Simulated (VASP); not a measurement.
# Al (P2_1/m) in VASP: a series of runs

Runs on Al. Level: r2SCAN. Tasks: single point.

Everything below comes from runs of VASP 6.6.1. Logs are shortened: lines on timing, memory, paths and dates and some standing lists are left out, and cuts for length are marked.

## (1) The cell of the first run

The structure is monoclinic, space group P2_1/m (No. 11). Conventional cell: a = 2.812 Å, b = 4.867 Å, c = 2.812 Å, α = 90.00°, β = 120.00°, γ = 90.00°. Al (site symmetry m) has 12 Al at 2.81 to 3.01 Å within 3.7 Å.

## (2) Single point, r2SCAN (atom 1 (Al) moved by (-0.150, +0.000) A along [1 1 0] and z)

File POSCAR:

```
Al
1.0
    2.8124553515      0.0000000000      0.0000000000
   -1.4062276757      2.4356577814      0.0000000000
    0.0000000000      0.0000000000      4.8668500000
Al
2
Direct
    0.6071801185      0.2897861577      0.7500000000
    0.3333333333      0.6666666667      0.2500000000
```

File INCAR.step1:

```
ALGO     = Normal         # electronic algorithm
EDIFF    = 1E-4           # SCF threshold, eV
ENCUT    = 520            # plane-wave cutoff, eV
GGA      = PE             # functional
ISMEAR   = 0              # smearing method
LASPH    = T              # aspherical terms in the spheres
LCHARG   = F              # write CHGCAR
LREAL    = F              # projectors in reciprocal space
LWAVE    = T              # write WAVECAR
NBANDS   = 10             # bands
NELM     = 80             # most SCF steps
PREC     = Accurate       # precision mode
SIGMA    = 0.15           # smearing width, eV
```

File INCAR.step2:

```
ALGO     = Normal         # electronic algorithm
EDIFF    = 1E-6           # SCF threshold, eV
ENCUT    = 520            # plane-wave cutoff, eV
ISIF     = 2              # what is computed and relaxed
ISMEAR   = 0              # smearing method
ISTART   = 1            
LASPH    = T              # aspherical terms in the spheres
LCHARG   = F              # write CHGCAR
LMIXTAU  = T            
LREAL    = F              # projectors in reciprocal space
LWAVE    = F              # write WAVECAR
METAGGA  = R2SCAN         # meta-GGA
NBANDS   = 10             # bands
NELM     = 80             # most SCF steps
PREC     = Accurate       # precision mode
SIGMA    = 0.15           # smearing width, eV
```

File KPOINTS:

```
k-points
0
Gamma
  18 18 10
```

Potentials or basis: VASP PAW PBE potentials, release 64 (Al).

Launch:

```
$ cat potpaw_PBE.64/Al/POTCAR > POTCAR
$ cp INCAR.step1 INCAR
$ mpirun -np 1 vasp_std > vasp.out
$ cp INCAR.step2 INCAR
$ mpirun -np 1 vasp_std > vasp.out
```

OUTCAR:

```text
EDIFF = 1E-6
   ENCUT = 520
   ISIF = 2
   ISMEAR = 0
   ISTART = 1
   LASPH = T
   LREAL = F
   METAGGA = R2SCAN
   NELM = 80
   PREC = Accurate

 ion  position               nearest neighbor table
   1  0.607  0.290  0.750-   2 2.87   2 2.87   2 2.91   2 2.91   2 3.01   2 3.01
   2  0.333  0.667  0.250-   1 2.87   1 2.87   1 2.91   1 2.91   1 3.01   1 3.01

  LATTYP: Found a hexagonal cell.
 ALAT       =     2.8124553515
 C/A-ratio  =     1.7304630267

  Lattice vectors:

 A1 = (   2.8124553515,   0.0000000000,   0.0000000000)
 A2 = (  -1.4062276757,   2.4356577814,   0.0000000000)
 A3 = (   0.0000000000,   0.0000000000,   4.8668500000)

Analysis of symmetry for initial positions (statically):
=====================================================================
 Subroutine PRICEL returns:
 Original cell was already a primitive cell.

 Routine SETGRP: Setting up the symmetry group for a
 hexagonal supercell.

 Subroutine GETGRP returns: Found  4 space group operations
 (whereof  1 operations were pure point group operations)
 out of a pool of 24 trial point group operations.

The static configuration has the point symmetry C_1 .
 The point group associated with its full space group is C_2h.

Analysis of symmetry for dynamics (positions and initial velocities):
=====================================================================
 Subroutine PRICEL returns:
 Original cell was already a primitive cell.

 Routine SETGRP: Setting up the symmetry group for a
 hexagonal supercell.

 Subroutine GETGRP returns: Found  4 space group operations
 (whereof  1 operations were pure point group operations)
 out of a pool of 24 trial point group operations.

The dynamic configuration has the point symmetry C_1 .
 The point group associated with its full space group is C_2h.

 Subroutine INISYM returns: Found  4 space group operations
 (whereof  1 operations are pure point group operations),
 and found     1 'primitive' translations

----------------------------------------------------------------------------------------

                                     Primitive cell

  volume of cell :      33.3388

  direct lattice vectors                    reciprocal lattice vectors
     2.812455352  0.000000000  0.000000000     0.355561200  0.205283355  0.000000000
    -1.406227676  2.435657781  0.000000000     0.000000000  0.410566709  0.000000000
     0.000000000  0.000000000  4.866850000     0.000000000  0.000000000  0.205471712

  length of vectors
     2.812455352  2.812455351  4.866850000     0.410566709  0.410566709  0.205471712

  position of ions in fractional coordinates (direct lattice)
     0.607180118  0.289786158  0.750000000
     0.333333333  0.666666667  0.250000000

  ion indices of the primitive-cell ions
   primitive index   ion index
                 1           1
                 2           2

----------------------------------------------------------------------------------------

 KPOINTS: k-points

Automatic generation of k-mesh.
 Grid dimensions read from file:
 generate k-points for:   18   18   10

 Generating k-lattice:

  Cartesian coordinates                     Fractional coordinates (reciprocal lattice)
     0.019753400  0.011404631  0.000000000     0.055555556  0.000000000  0.000000000
     0.000000000  0.022809262  0.000000000     0.000000000  0.055555556  0.000000000
     0.000000000  0.000000000  0.020547171     0.000000000  0.000000000  0.100000000

  Length of vectors
     0.022809262  0.022809262  0.020547171

  Shift w.r.t. Gamma in fractional coordinates (k-lattice)
     0.000000000  0.000000000  0.000000000

 Subroutine IBZKPT returns following result:
 ===========================================

 Found    984 irreducible k-points:

 Following reciprocal coordinates:
            Coordinates               Weight
  0.000000  0.000000  0.000000      1.000000
  0.055556  0.000000  0.000000      2.000000
  0.000000  0.055556  0.000000      2.000000
 -0.055556  0.055556  0.000000      2.000000
  0.111111  0.000000  0.000000      2.000000
  0.000000  0.111111  0.000000      2.000000
[... 16 lines left out ...]
  0.444444  0.000000  0.000000      2.000000
  0.000000  0.444444  0.000000      2.000000
 [... further k-points ...]
   k-points           NKPTS =    984   k-points in BZ     NKDIM =    984   number of bands    NBANDS=     10
   number of dos      NEDOS =    301   number of ions     NIONS =      2
   total plane-waves  NPLWV =  20736
   dimension x,y,z NGX =    24 NGY =   24 NGZ =   36
   dimension x,y,z NGXF=    48 NGYF=   48 NGZF=   72
   ions per type =               2
   NGX,Y,Z   is equivalent  to a cutoff of  14.19, 14.19, 12.30 a.u.
   NGXF,Y,Z  is equivalent  to a cutoff of  28.37, 28.37, 24.59 a.u.
 SYSTEM =  unknown system
   PREC   = accura    normal or accurate (medium, high low for compatibility)
   ISTART =      1    job   : 0-new  1-cont  2-samecut
   ICHARG =      0    charge: 1-file 2-atom 10-const
   ISPIN  =      1    spin polarized calculation?
   LNONCOLLINEAR =      F non collinear calculations
   LSORBIT =      F    spin-orbit coupling
   LASPH  =      T    aspherical Exc in radial PAW
   ENCUT  =  520.0 eV  38.22 Ry    6.18 a.u.   5.23  5.23  9.05*2*pi/ulx,y,z
   NELM   =     80;   NELMIN=  2; NELMDL=  0     # of ELM steps
   EDIFF  = 0.1E-05   stopping-criterion for ELM
   LREAL  =      F    real-space projection
   EDIFFG = 0.1E-04   stopping-criterion for IOM
   NSW    =      0    number of steps for IOM
   IBRION =     -1    ionic relax: 0-MD 1-quasi-New 2-CG
   NFREE  =      0    steps in history (QN), initial steepest desc. (CG)
   ISIF   =      2    stress and relaxation
   ISYM   =      2    0-nonsym 1-usesym 2-fastsym
   POTIM  = 0.5000    time-step for ionic-motion
   TEBEG  =    0.0;   TEEND  =   0.0 temperature during run
   PSTRESS=    0.0 pullay stress
   NELECT =       6.0000    total number of electrons
   NUPDOWN=      -1.0000    fix difference up-down
   EMIN   =  10.00;   EMAX   =-10.00  energy-range for DOS
   EFERMI =   0.00;   METHOD = LEGACY
   ISMEAR =     0;   SIGMA  =   0.15  broadening in eV -4-tet -1-fermi 0-gaus
   EFERMI_NEDOS =   21; number of points for ismear=-14 and -15
   IALGO  =     38    algorithm
   IMIX   =      4    mixing-type and parameters
     AMIX     =   0.40;   BMIX     =  1.00
     AMIX_MAG =   1.60;   BMIX_MAG =  1.00
  volume/ion in A,a.u.               =      16.67       112.49
  Fermi-wavevector in a.u.,A,eV,Ry     =   0.924291  1.746656 11.623640  0.854313
  Thomas-Fermi vector in A             =   2.050021
   LORBIT       =      0    0 simple, 1 ext, 2 COOP (PROOUT), +10 PAW based schemes
   METAGGA = R2SCAN    functional components
   LHFCALC =     F    Hartree Fock is set to
   AEXX    =    0.0000 exact exchange contribution
   IVDW    =     0    specifies the selected vdW correction
   LEPSILON=     F    determine dielectric tensor
   LRPA    =     F    only Hartree local field effects (RPA)
 non-spin polarized calculation
 Gauss-broadening in eV      SIGMA  =   0.15
  energy-cutoff  :      520.00
  volume of cell :       33.34
 maximum number of plane-waves:       920
 NGX is ok and might be reduce to    24
   NGX = 11   NGY = 11   NGZ = 19

 number of electron       6.0000000 magnetization

 Free energy of the ion-electron system (eV)
  ---------------------------------------------------
  ext. energy  EPLUGINS =         0.00000000
  ---------------------------------------------------
  free energy    TOTEN  =       -13.36820613 eV

  energy without entropy =      -13.35999449  energy(sigma->0) =      -13.36410031

 E-fermi :   7.9004     XC(G=0): -10.8759

 val. band max:        7.8971345562   @ k =  -0.1667  -0.4444   0.2000
 cond. band min:       7.9091623505   @ k =  -0.3889   0.3889   0.1000
 fundamental gap:      0.0120277944
 Fermi energy:         7.9004476101

 k-point     1 :       0.0000    0.0000    0.0000
  band No.  band energies     occupation
      1      -3.8682      2.00000
      2       2.6362      2.00000
      3       2.6575      2.00000
      4      19.5076      0.00000
      5      20.1453      0.00000
      6      20.2716      0.00000
      7      20.2946      0.00000
      8      20.3889      0.00000
      9      21.2558      0.00000
     10      23.4188      0.00000

 k-point     2 :       0.0556    0.0000    0.0000
  band No.  band energies     occupation
      1      -3.7863      2.00000
      2       2.7133      2.00000
      3       2.7370      2.00000
      4      18.0942      0.00000
      5      19.0299      0.00000
      6      19.9533      0.00000
      7      20.6765      0.00000
      8      21.3093      0.00000
      9      21.5128      0.00000
     10      23.5816      0.00000

 k-point     3 :       0.0000    0.0556    0.0000
  band No.  band energies     occupation
      1      -3.7863      2.00000
      2       2.7133      2.00000
      3       2.7368      2.00000
      4      18.3042      0.00000
      5      19.0131      0.00000
      6      19.4533      0.00000
      7      21.0038      0.00000
      8      21.3045      0.00000
      9      21.5259      0.00000
     10      23.5098      0.00000

 k-point     4 :      -0.0556    0.0556    0.0000
  band No.  band energies     occupation
      1      -3.7863      2.00000
      2       2.7133      2.00000
      3       2.7368      2.00000
      4      18.2447      0.00000
      5      19.0057      0.00000
      6      19.5983      0.00000
      7      20.8798      0.00000
      8      21.3056      0.00000
      9      21.5510      0.00000
     10      23.5917      0.00000
[... 222 lines left out ...]
 k-point    22 :      -0.3889    0.3889    0.0000
  band No.  band energies     occupation
      1       0.0896      2.00000
      2       5.3651      2.00000
      3       6.4077      2.00000
      4       6.9970      2.00000
      5      11.9358      0.00000
      6      12.0116      0.00000
      7      14.9073      0.00000
      8      16.5636      0.00000
      9      20.4627      0.00000
     10      20.8505      0.00000

 k-point    23 :       0.4444    0.0000    0.0000
  band No.  band energies     occupation
      1       1.2794      2.00000
      2       4.0569      2.00000
      3       7.5083      1.99978
      4       7.6928      1.94977
      5      10.5035      0.00000
      6      10.5038      0.00000
      7      14.6691      0.00000
      8      16.6014      0.00000
      9      20.2006      0.00000
     10      20.5088      0.00000

 k-point    24 :       0.0000    0.4444    0.0000
  band No.  band energies     occupation
      1       1.2749      2.00000
      2       4.0283      2.00000
      3       7.5580      1.99876
      4       7.8338      1.47050
      5      10.3884      0.00000
      6      10.4726      0.00000
      7      14.6978      0.00000
      8      16.2642      0.00000
      9      20.2446      0.00000
     10      20.6036      0.00000

 [... further k-points ...]

------------------------ aborting loop because EDIFF is reached ----------------------------------------

  FORCE on cell =-STRESS in cart. coord.  units (eV):
  Direction    XX          YY          ZZ          XY          YZ          ZX
  --------------------------------------------------------------------------------------
  -------------------------------------------------------------------------------------
  Total       -0.4941495     -0.4890219     -0.9559318      0.0021061      0.0000000      0.0000000
  in kB      -23.7475661    -23.5011458    -45.9396447      0.1012159      0.0000000      0.0000000
  external PRESSURE =     -31.0627855 kB  Pullay stress =       0.0000000 kB

 VOLUME and BASIS-vectors are now :
 -----------------------------------------------------------------------------
  energy-cutoff  :      520.00
  volume of cell :       33.34
      direct lattice vectors                 reciprocal lattice vectors
     2.812455352  0.000000000  0.000000000     0.355561200  0.205283355  0.000000000
    -1.406227676  2.435657781  0.000000000     0.000000000  0.410566709  0.000000000
     0.000000000  0.000000000  4.866850000     0.000000000  0.000000000  0.205471712

 POSITION                                       TOTAL-FORCE (eV/Angst)
 -----------------------------------------------------------------------------------
      1.30016      0.70582      3.65014         0.070868      0.094738      0.000000
     -0.00000      1.62377      1.21671        -0.070868     -0.094738     -0.000000
 -----------------------------------------------------------------------------------
    total drift:                                0.000211     -0.000071      0.000000

  FREE ENERGIE OF THE ION-ELECTRON SYSTEM (eV)
  ---------------------------------------------------
  free  energy   TOTEN  =       -13.3682061322 eV

  energy  without entropy=      -13.3599944884  energy(sigma->0) =      -13.36410031
```

Wall time 32 min (1 thread of Oxide Virtual Turin-like, shared host); peak memory 0.34 GiB.

Results:

- Free energy: -13.3682 eV
- Pressure: -3.1 GPa
- Largest force: 0.118 eV/Å
- Band gap on the k mesh: zero (bands 3 and 4 overlap by 7.19 eV)

Forces in eV/Å, atoms in the order of the input:
```
Al   0.071  0.095  0.000
Al  -0.071 -0.095  0.000
```

Stress tensor (GPa, compression positive):
```
-2.37  0.01  0.00
 0.01 -2.35  0.00
 0.00  0.00 -4.59
```

Levels at points of the mesh, in eV from the Fermi level:
```
           k point  band 1  band 2  band 3  band 4  band 5  band 6  band 7  band 8
(0.00, 0.00, 0.00)  -11.77   -5.26   -5.24   11.61   12.24   12.37   12.39   12.49
(0.50, 0.00, 0.00)   -5.31   -5.28    0.48    0.57    1.57    1.68    6.70    8.61
(0.00, 0.50, 0.00)   -5.32   -5.29    0.73    0.86    1.27    1.48    6.73    8.28
(0.50, 0.50, 0.00)   -5.31   -5.29    0.65    0.78    1.36    1.54    6.73    8.33
(0.00, 0.00, 0.50)  -10.11  -10.11    2.55    2.55   13.21   13.21   13.25   13.25
(0.50, 0.00, 0.50)   -4.07   -4.07   -3.26   -3.26    7.86    7.86    8.12    8.12
(0.00, 0.50, 0.50)   -4.15   -4.15   -3.15   -3.15    7.70    7.70    8.09    8.09
(0.50, 0.50, 0.50)   -4.13   -4.13   -3.18   -3.18    7.74    7.74    8.08    8.08
```

Caveat: the cell differs from its parent crystal (atom 1 (Al) moved by (-0.150, +0.000) A along [1 1 0] and z); the cell stands under tension; the PAW data sets were made with another functional, which shifts forces and pressure a little.

## (3) Single point, r2SCAN (atom 1 (Al) moved by (+0.150, +0.000) A along [1 1 0] and z)

POSCAR: that of step 2 with these lines changed.

```diff
@@ -8,3 +8,3 @@
 Direct
-    0.6071801185      0.2897861577      0.7500000000
+    0.7261532148      0.3768805090      0.7500000000
     0.3333333333      0.6666666667      0.2500000000
```

File INCAR.step1:

```
SYSTEM = Al
PREC     = Accurate       ! precision mode
ENCUT    = 520            ! plane-wave cutoff, eV
ISMEAR   = 0              ! smearing method
SIGMA    = 0.15           ! smearing width, eV
LREAL    = .FALSE.        ! projectors in reciprocal space
LASPH    = .TRUE.         ! aspherical terms in the spheres
NELM     = 100            ! most SCF steps
NBANDS   = 10             ! bands
GGA      = PE             ! functional
ALGO     = Normal         ! electronic algorithm
EDIFF    = 1E-4           ! SCF threshold, eV
LWAVE    = .TRUE.         ! write WAVECAR
LCHARG   = .FALSE.        ! write CHGCAR
```

File INCAR.step2:

```
SYSTEM = Al
PREC     = Accurate       ! precision mode
ENCUT    = 520            ! plane-wave cutoff, eV
EDIFF    = 1E-7           ! SCF threshold, eV
ISMEAR   = 0              ! smearing method
SIGMA    = 0.15           ! smearing width, eV
LREAL    = .FALSE.        ! projectors in reciprocal space
LASPH    = .TRUE.         ! aspherical terms in the spheres
NELM     = 100            ! most SCF steps
ALGO     = Normal         ! electronic algorithm
ISIF     = 2              ! what is computed and relaxed
LWAVE    = .FALSE.        ! write WAVECAR
LCHARG   = .FALSE.        ! write CHGCAR
METAGGA  = R2SCAN         ! meta-GGA
LMIXTAU  = .TRUE.       
NBANDS   = 10             ! bands
ISTART   = 1
```

File KPOINTS:

```
Automatic mesh
0
G
  18 18 10
  0 0 0
```

Potentials or basis: VASP PAW PBE potentials, release 64 (Al).

Launch:

```
$ cat potpaw_PBE.64/Al/POTCAR > POTCAR
$ cp INCAR.step1 INCAR
$ mpirun -np 1 vasp_std > vasp.out
$ cp INCAR.step2 INCAR
$ mpirun -np 1 vasp_std > vasp.out
```

It took 30 min on 1 thread of Oxide Virtual Turin-like, shared host; peak memory 0.34 GiB.

The run converged. Its results:

```
Free energy            : -13.3665 eV
Pressure               : -3.1 GPa
Largest force          : 0.152 eV/Å
Band gap on the k mesh : zero (bands 3 and 4 overlap by 7.15 eV)
```

Forces in eV/Å, atoms in the order of the input:
```
Al  -0.119 -0.095  0.000
Al   0.119  0.095  0.000
```

Stress tensor (GPa, compression positive):
```
-2.35  0.04  0.00
 0.04 -2.37  0.00
 0.00  0.00 -4.53
```

Levels at points of the mesh, in eV from the Fermi level:
| k point | band 1 | band 2 | band 3 | band 4 | band 5 | band 6 |
| --- | --- | --- | --- | --- | --- | --- |
| (0.00, 0.00, 0.00) | -11.77 | -5.26 | -5.24 | 11.59 | 12.27 | 12.36 |
| (0.50, 0.00, 0.00) | -5.32 | -5.29 | 0.77 | 0.91 | 1.21 | 1.44 |
| (0.00, 0.50, 0.00) | -5.31 | -5.28 | 0.51 | 0.61 | 1.53 | 1.65 |
| (0.50, 0.50, 0.00) | -5.31 | -5.28 | 0.57 | 0.69 | 1.45 | 1.61 |
| (0.00, 0.00, 0.50) | -10.11 | -10.11 | 2.55 | 2.55 | 13.20 | 13.20 |
| (0.50, 0.00, 0.50) | -4.15 | -4.15 | -3.14 | -3.14 | 7.67 | 7.67 |
| (0.00, 0.50, 0.50) | -4.08 | -4.08 | -3.24 | -3.24 | 7.81 | 7.81 |
| (0.50, 0.50, 0.50) | -4.11 | -4.11 | -3.21 | -3.21 | 7.76 | 7.76 |

Caveat: the cell differs from its parent crystal (atom 1 (Al) moved by (+0.150, +0.000) A along [1 1 0] and z); the cell stands under tension; the PAW data sets were made with another functional, which shifts forces and pressure a little.
